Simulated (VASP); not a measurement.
Set up this calculation in VASP 6.6.1, as the native input.

```yaml
Task: single point
Functional: PBE
Potentials_or_basis: VASP PAW PBE potentials, release 64 (Al, Au)
Cutoff: 520 eV
k_mesh: 12 × 12 × 12
Occupations: gaussian, width 0.1 eV
Spin: no spin polarisation
Dipole_correction: no
Further_INCAR_settings: ALGO = Fast; EDIFF = 1e-07; NBANDS = 16
```

The structure of Al2Au lies in POSCAR:

```
Al2Au
1.0
    0.0000000000      3.0000000000      3.0000000000
    3.0000000000      0.0000000000      3.0000000000
    3.0000000000      3.0000000000      0.0000000000
Al Au
2 1
Direct
    0.2500000000      0.2500000000      0.2500000000
    0.7500000000      0.7500000000      0.7500000000
    0.0000000000      0.0000000000      0.0000000000
```

These files were run (other wordings do the same):

INCAR

```
PREC = Accurate
ENCUT = 520
EDIFF = 1E-7
ISMEAR = 0
SIGMA = 0.1
LREAL = F
LASPH = T
NELM = 80
ALGO = Fast
ISIF = 2
LWAVE = F
LCHARG = T
GGA = PE
LELF = T
LVHAR = T
NBANDS = 16
```

KPOINTS

```
regular mesh
0
Gamma
  12 12 12
```

Potentials or basis: VASP PAW PBE potentials, release 64 (Al, Au).

Launch:

```sh
$ cat potpaw_PBE.64/Al/POTCAR potpaw_PBE.64/Au/POTCAR > POTCAR
$ mpirun -np 1 vasp_std > vasp.out
```

It gave:

```yaml
Pressure: 3.2 GPa
```

Wall time 46 s on 1 thread of Intel Xeon 6975P-C, on a shared host, peak memory 0.22 GiB.
